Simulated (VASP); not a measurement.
Write the native input for VASP 6.6.1 that does the following.

- Task: single point
- Functional: LDA
- Potentials or basis: VASP PAW LDA potentials, release 64 (Cu)
- Cutoff: 520 eV
- k mesh: 20 × 20 × 12
- Occupations: gaussian, width 0.15 eV
- Spin: no spin polarisation
- Dipole correction: no
- Further INCAR settings: ALGO = Fast; EDIFF = 1e-06; NBANDS = 18

The structure of Cu lies in POSCAR:

```
Cu
1.0
   -1.4273957350      1.4273957350      1.3410790631
    1.4273957350     -1.4273957350      1.3410790631
    2.8547914700      2.8547914700      0.0000000000
Cu
2
Direct
   -0.0135338777     -0.0135338777      0.0000000000
    0.5135338777      0.5135338777      0.5000000000
```

This cell differs from its parent crystal: atoms displaced along a vibrational mode.

These files were run (other wordings do the same):

INCAR

```
SYSTEM = Cu
PREC = Accurate
ENCUT = 520
EDIFF = 1E-6
ISMEAR = 0
SIGMA = 0.15
LREAL = .False.
LASPH = .True.
NELM = 80
ALGO = Fast
ISIF = 2
LWAVE = .False.
LCHARG = .False.
NBANDS = 18
```

KPOINTS

```
regular mesh
0
Gamma
  20 20 12
  0 0 0
```

Potentials or basis: VASP PAW LDA potentials, release 64 (Cu).

Launch:

```sh
$ cat potpaw_LDA.64/Cu/POTCAR > POTCAR
$ mpirun -np 1 vasp_std > vasp.out
```

It gave:

```json
{"Pressure": "2.7 GPa", "Largest force": "0.258 eV/Å", "Band gap on the k mesh": "zero (bands 11 and 12 overlap by 6.81 eV)"}
```

Caveat: the cell differs from its parent crystal (atoms displaced along a vibrational mode).

Run time: 5.7 min on 1 thread of Intel Xeon 8259CL (shared host), peak memory 0.33 GiB.
